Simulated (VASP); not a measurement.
# In3As (R-3m) in VASP: density of states with PBE

Aim: the density of states of In3As with PBE.

Everything below comes from runs of VASP 6.6.1. Logs are shortened: lines on timing, memory, paths and dates and some standing lists are left out, and cuts for length are marked.

## 1. The cell of the first run

Symmetry: R-3m, No. 166, trigonal system. Conventional cell: a = 6.137 Å, b = 6.137 Å, c = 13.917 Å, α = 90.00°, β = 90.00°, γ = 120.00°. Within 3.8 Å of In (site symmetry 2/m) lie 2 As at 2.92 Å and 4 In at 3.07 Å. As (site symmetry -3m) has 6 In at 2.92 Å within 3.8 Å.

## 2. Density of states, PBE

POSCAR

```
In3As
1.0
    3.0682678770      1.7714652847      4.6388797384
   -3.0682678770      1.7714652847      4.6388797384
    0.0000000000     -3.5429305694      4.6388797384
In As
3 1
Direct
    0.5000000000      0.5000000000      0.0000000000
    0.0000000000      0.5000000000      0.5000000000
    0.5000000000      0.0000000000      0.5000000000
    0.5000000000      0.5000000000      0.5000000000
```

INCAR.step1

```
ALGO = Normal ; EDIFF = 1E-6
ENCUT = 520 ; GGA = PE
ISIF = 2 ; ISMEAR = 0
LASPH = True ; LCHARG = True
LREAL = False ; LWAVE = False
NBANDS = 30 ; NELM = 100
PREC = Accurate ; SIGMA = 0.1
```

KPOINTS.step1

```
k-points
0
Gamma
  12 12 12
```

INCAR.step2

```
ALGO = Normal ; EDIFF = 1E-6
ENCUT = 520 ; GGA = PE
ICHARG = 11 ; ISIF = 2
ISMEAR = -5 ; LASPH = True
LCHARG = False ; LORBIT = 11
LREAL = False ; LWAVE = False
NBANDS = 30 ; NEDOS = 1001
NELM = 100 ; PREC = Accurate
SIGMA = 0.1
```

KPOINTS.step2

```
k-points
0
Gamma
  18 18 18
```

Potentials or basis: VASP PAW PBE potentials, release 64 (In_d, As).

Run with:

```bash
cat potpaw_PBE.64/In_d/POTCAR potpaw_PBE.64/As/POTCAR > POTCAR
cp INCAR.step1 INCAR
cp KPOINTS.step1 KPOINTS
mpirun -np 1 vasp_std > vasp.out
cp INCAR.step2 INCAR
cp KPOINTS.step2 KPOINTS
mpirun -np 1 vasp_std > vasp.out
```

OUTCAR:

```text
EDIFF = 1E-6
   ENCUT = 520
   GGA = PE
   ICHARG = 11
   ISIF = 2
   ISMEAR = -5
   LASPH = True
   LORBIT = 11
   LREAL = False
   NELM = 100
   PREC = Accurate

 ion  position               nearest neighbor table
   1  0.500  0.500  0.000-   4 2.92   4 2.92   3 3.07   2 3.07   3 3.07   2 3.07
   2  0.000  0.500  0.500-   4 2.92   4 2.92   1 3.07   1 3.07   3 3.07   3 3.07
   3  0.500  0.000  0.500-   4 2.92   4 2.92   1 3.07   1 3.07   2 3.07   2 3.07
   4  0.500  0.500  0.500-   1 2.92   1 2.92   3 2.92   2 2.92   3 2.92   2 2.92

  LATTYP: Found a trigonal (rhomboedric) cell.
 ALAT       =     5.8370850814
 COS(alpha) =     0.4473826767

  Lattice vectors:

 A1 = (   3.0682678770,   1.7714652847,   4.6388797384)
 A2 = (  -3.0682678770,   1.7714652847,   4.6388797384)
 A3 = (   0.0000000000,  -3.5429305694,   4.6388797384)

Analysis of symmetry for initial positions (statically):
=====================================================================
 Subroutine PRICEL returns:
 Original cell was already a primitive cell.

 Routine SETGRP: Setting up the symmetry group for a
 trigonal (rhombohedral) supercell.

 Subroutine GETGRP returns: Found 12 space group operations
 (whereof 12 operations were pure point group operations)
 out of a pool of 12 trial point group operations.

The static configuration has the point symmetry D_3d.

Analysis of symmetry for dynamics (positions and initial velocities):
=====================================================================
 Subroutine PRICEL returns:
 Original cell was already a primitive cell.

 Routine SETGRP: Setting up the symmetry group for a
 trigonal (rhombohedral) supercell.

 Subroutine GETGRP returns: Found 12 space group operations
 (whereof 12 operations were pure point group operations)
 out of a pool of 12 trial point group operations.

The dynamic configuration has the point symmetry D_3d.

 Subroutine INISYM returns: Found 12 space group operations
 (whereof 12 operations are pure point group operations),
 and found     1 'primitive' translations

----------------------------------------------------------------------------------------

                                     Primitive cell

  volume of cell :     151.2831

  direct lattice vectors                    reciprocal lattice vectors
     3.068267877  1.771465285  4.638879738     0.162958392  0.094084072  0.071856429
    -3.068267877  1.771465285  4.638879738    -0.162958392  0.094084072  0.071856429
     0.000000000 -3.542930569  4.638879738     0.000000000 -0.188168143  0.071856429

  length of vectors
     5.837085081  5.837085081  5.837085081     0.201421440  0.201421440  0.201421440

  position of ions in fractional coordinates (direct lattice)
     0.500000000  0.500000000  1.000000000
     1.000000000  0.500000000  0.500000000
     0.500000000  1.000000000  0.500000000
     0.500000000  0.500000000  0.500000000

  ion indices of the primitive-cell ions
   primitive index   ion index
                 1           1
                 2           2
                 3           3
                 4           4

----------------------------------------------------------------------------------------

 KPOINTS: k-points

Automatic generation of k-mesh.
 Grid dimensions read from file:
 generate k-points for:   18   18   18

 Generating k-lattice:

  Cartesian coordinates                     Fractional coordinates (reciprocal lattice)
     0.009053244  0.005226893  0.003992024     0.055555556  0.000000000 -0.000000000
    -0.009053244  0.005226893  0.003992024     0.000000000  0.055555556 -0.000000000
     0.000000000 -0.010453786  0.003992024    -0.000000000 -0.000000000  0.055555556

  Length of vectors
     0.011190080  0.011190080  0.011190080

  Shift w.r.t. Gamma in fractional coordinates (k-lattice)
     0.000000000  0.000000000  0.000000000

 TETIRR: Found   2916 inequivalent tetrahedra from    34992

 Subroutine IBZKPT returns following result:
 ===========================================

 Found    580 irreducible k-points:

 Following reciprocal coordinates:
            Coordinates               Weight
  0.000000  0.000000  0.000000      1.000000
  0.055556 -0.000000  0.000000      6.000000
  0.111111 -0.000000  0.000000      6.000000
  0.166667  0.000000 -0.000000      6.000000
  0.222222  0.000000  0.000000      6.000000
  0.277778  0.000000 -0.000000      6.000000
[... 16 lines left out ...]
 -0.277778  0.055556  0.000000     12.000000
 -0.222222  0.055556  0.000000     12.000000
 [... further k-points ...]
   k-points           NKPTS =    580   k-points in BZ     NKDIM =    580   number of bands    NBANDS=     30
   number of dos      NEDOS =   1001   number of ions     NIONS =      4
   total plane-waves  NPLWV = 110592
   dimension x,y,z NGX =    48 NGY =   48 NGZ =   48
   dimension x,y,z NGXF=    96 NGYF=   96 NGZF=   96
   ions per type =               3   1
   NGX,Y,Z   is equivalent  to a cutoff of  13.67, 13.67, 13.67 a.u.
   NGXF,Y,Z  is equivalent  to a cutoff of  27.34, 27.34, 27.34 a.u.
 SYSTEM =  unknown system
   PREC   = accura    normal or accurate (medium, high low for compatibility)
   ISTART =      0    job   : 0-new  1-cont  2-samecut
   ICHARG =     11    charge: 1-file 2-atom 10-const
   ISPIN  =      1    spin polarized calculation?
   LNONCOLLINEAR =      F non collinear calculations
   LSORBIT =      F    spin-orbit coupling
   LASPH  =      T    aspherical Exc in radial PAW
   ENCUT  =  520.0 eV  38.22 Ry    6.18 a.u.  10.85 10.85 10.85*2*pi/ulx,y,z
   NELM   =    100;   NELMIN=  2; NELMDL=  0     # of ELM steps
   EDIFF  = 0.1E-05   stopping-criterion for ELM
   LREAL  =      F    real-space projection
   EDIFFG = 0.1E-04   stopping-criterion for IOM
   NSW    =      0    number of steps for IOM
   IBRION =     -1    ionic relax: 0-MD 1-quasi-New 2-CG
   NFREE  =      0    steps in history (QN), initial steepest desc. (CG)
   ISIF   =      2    stress and relaxation
   ISYM   =      2    0-nonsym 1-usesym 2-fastsym
   POTIM  = 0.5000    time-step for ionic-motion
   TEBEG  =    0.0;   TEEND  =   0.0 temperature during run
   PSTRESS=    0.0 pullay stress
   NELECT =      44.0000    total number of electrons
   NUPDOWN=      -1.0000    fix difference up-down
   EMIN   =  10.00;   EMAX   =-10.00  energy-range for DOS
   EFERMI =   0.00;   METHOD = LEGACY
   ISMEAR =    -5;   SIGMA  =   0.10  broadening in eV -4-tet -1-fermi 0-gaus
   EFERMI_NEDOS =   21; number of points for ismear=-14 and -15
   IALGO  =     38    algorithm
   IMIX   =      4    mixing-type and parameters
     AMIX     =   0.40;   BMIX     =  1.00
     AMIX_MAG =   1.60;   BMIX_MAG =  1.00
  volume/ion in A,a.u.               =      37.82       255.23
  Fermi-wavevector in a.u.,A,eV,Ry     =   1.084665  2.049720 16.007229  1.176498
  Thomas-Fermi vector in A             =   2.220760
   LORBIT       =     11    0 simple, 1 ext, 2 COOP (PROOUT), +10 PAW based schemes
   GGA     = PE    functional components
   LHFCALC =     F    Hartree Fock is set to
   AEXX    =    0.0000 exact exchange contribution
   IVDW    =     0    specifies the selected vdW correction
   LEPSILON=     F    determine dielectric tensor
   LRPA    =     F    only Hartree local field effects (RPA)
 non-spin polarized calculation
 Fermi weights with tetrahedron method with Bloechl corrections
  energy-cutoff  :      520.00
  volume of cell :      151.28
 maximum number of plane-waves:      4113
 NGX is ok and might be reduce to    48

 number of electron      43.9999991 magnetization

 Free energy of the ion-electron system (eV)
  ---------------------------------------------------
  ext. energy  EPLUGINS =         0.00000000
  ---------------------------------------------------
  free energy    TOTEN  =       -10.94527886 eV

  energy without entropy =      -10.94527886  energy(sigma->0) =      -10.94527886

 E-fermi :   3.2150     XC(G=0):  -7.9007

 val. band max:        3.2204600773   @ k =   0.4444   0.4444   0.2778
 cond. band min:       3.1875707049   @ k =  -0.3889   0.3333   0.2222
 fundamental gap:     -0.0328893724
 Fermi energy:         3.2149757840

 k-point     1 :       0.0000    0.0000    0.0000
  band No.  band energies     occupation
      1     -11.7948      2.00000
      2     -11.6857      2.00000
      3     -11.6857      2.00000
      4     -11.6734      2.00000
      5     -11.4685      2.00000
      6     -11.4259      2.00000
[... 22 lines left out ...]
     29       8.8616      0.00000
     30       9.8833      0.00000

 k-point     2 :       0.0556   -0.0000    0.0000
  band No.  band energies     occupation
      1     -11.7908      2.00000
      2     -11.6847      2.00000
      3     -11.6812      2.00000
      4     -11.6706      2.00000
      5     -11.4674      2.00000
      6     -11.4258      2.00000
[... 22 lines left out ...]
     29       8.8885      0.00000
     30       9.9031      0.00000

 k-point     3 :       0.1111   -0.0000    0.0000
  band No.  band energies     occupation
      1     -11.7792      2.00000
      2     -11.6819      2.00000
      3     -11.6677      2.00000
      4     -11.6620      2.00000
      5     -11.4640      2.00000
      6     -11.4251      2.00000
[... 22 lines left out ...]
     29       8.9846      0.00000
     30       9.5786      0.00000

 k-point     4 :       0.1667    0.0000   -0.0000
  band No.  band energies     occupation
      1     -11.7612      2.00000
      2     -11.6772      2.00000
      3     -11.6477      2.00000
      4     -11.6457      2.00000
      5     -11.4585      2.00000
      6     -11.4239      2.00000
[... 22 lines left out ...]
     29       8.9431      0.00000
     30       9.2815      0.00000

 k-point     5 :       0.2222    0.0000    0.0000
  band No.  band energies     occupation
      1     -11.7394      2.00000
      2     -11.6693      2.00000
      3     -11.6283      2.00000
      4     -11.6158      2.00000
      5     -11.4510      2.00000
      6     -11.4217      2.00000
[... 22 lines left out ...]
     29       9.1582      0.00000
     30       9.2643      0.00000
[... 526 lines left out ...]
     29       7.7627      0.00000
     30       9.0383      0.00000

 k-point    22 :      -0.3333    0.0556    0.0000
  band No.  band energies     occupation
      1     -11.6959      2.00000
      2     -11.6226      2.00000
      3     -11.5661      2.00000
      4     -11.5094      2.00000
      5     -11.4272      2.00000
      6     -11.4067      2.00000
[... 22 lines left out ...]
     29       8.3754      0.00000
     30       8.5525      0.00000

 k-point    23 :      -0.2778    0.0556    0.0000
  band No.  band energies     occupation
      1     -11.7071      2.00000
      2     -11.6464      2.00000
      3     -11.5954      2.00000
      4     -11.5528      2.00000
      5     -11.4366      2.00000
      6     -11.4153      2.00000
[... 22 lines left out ...]
     29       8.3747      0.00000
     30       8.9827      0.00000

 k-point    24 :      -0.2222    0.0556    0.0000
  band No.  band energies     occupation
      1     -11.7257      2.00000
      2     -11.6632      2.00000
      3     -11.6210      2.00000
      4     -11.5922      2.00000
      5     -11.4459      2.00000
      6     -11.4203      2.00000
[... 22 lines left out ...]
     29       8.9337      0.00000
     30       9.1623      0.00000

 [... further k-points ...]
[... 5 lines left out ...]
  --------------------------------------------------------------------------------------
  -------------------------------------------------------------------------------------
  Total       -0.0248698     -0.0248698      0.1991254      0.0000000      0.0000000      0.0000000
  in kB       -0.2633855     -0.2633855      2.1088564      0.0000000      0.0000000      0.0000000
  external PRESSURE =       0.5273618 kB  Pullay stress =       0.0000000 kB

 VOLUME and BASIS-vectors are now :
 -----------------------------------------------------------------------------
  energy-cutoff  :      520.00
  volume of cell :      151.28
      direct lattice vectors                 reciprocal lattice vectors
     3.068267877  1.771465285  4.638879738     0.162958392  0.094084072  0.071856429
    -3.068267877  1.771465285  4.638879738    -0.162958392  0.094084072  0.071856429
     0.000000000 -3.542930569  4.638879738     0.000000000 -0.188168143  0.071856429

 POSITION                                       TOTAL-FORCE (eV/Angst)
 -----------------------------------------------------------------------------------
      0.00000      1.77147      4.63888        -0.000000     -0.000000     -0.000000
     -1.53413     -0.88573      4.63888         0.000000      0.000000      0.000000
      1.53413     -0.88573      4.63888         0.000000     -0.000000     -0.000000
      0.00000      0.00000      6.95832        -0.000000      0.000000      0.000000
 -----------------------------------------------------------------------------------
    total drift:                                0.000000      0.000000     -0.000000

  FREE ENERGIE OF THE ION-ELECTRON SYSTEM (eV)
  ---------------------------------------------------
  free  energy   TOTEN  =       -10.9452788599 eV

  energy  without entropy=      -10.9452788599  energy(sigma->0) =      -10.94527886

 total charge

# of ion       s       p       d       tot
------------------------------------------
    1        0.971   0.523   9.849  11.342
    2        0.971   0.523   9.849  11.342
    3        0.971   0.523   9.849  11.342
    4        1.294   1.350   0.027   2.670
--------------------------------------------------
tot          4.206   2.917  29.573  36.697
```

Wall time 35 min (1 thread of Intel Xeon Platinum 8375C at 2.90GHz (Ice Lake), shared host); peak memory 2 GiB.

What came out:

| Quantity | Value |
| --- | --- |
| Valence electrons inside the program's atomic spheres | In 11.34; As 2.67 |

Caveat: spin-orbit coupling is left out, which moves the levels of the heavy elements; tetrahedron occupations give inexact forces and stress in metals.
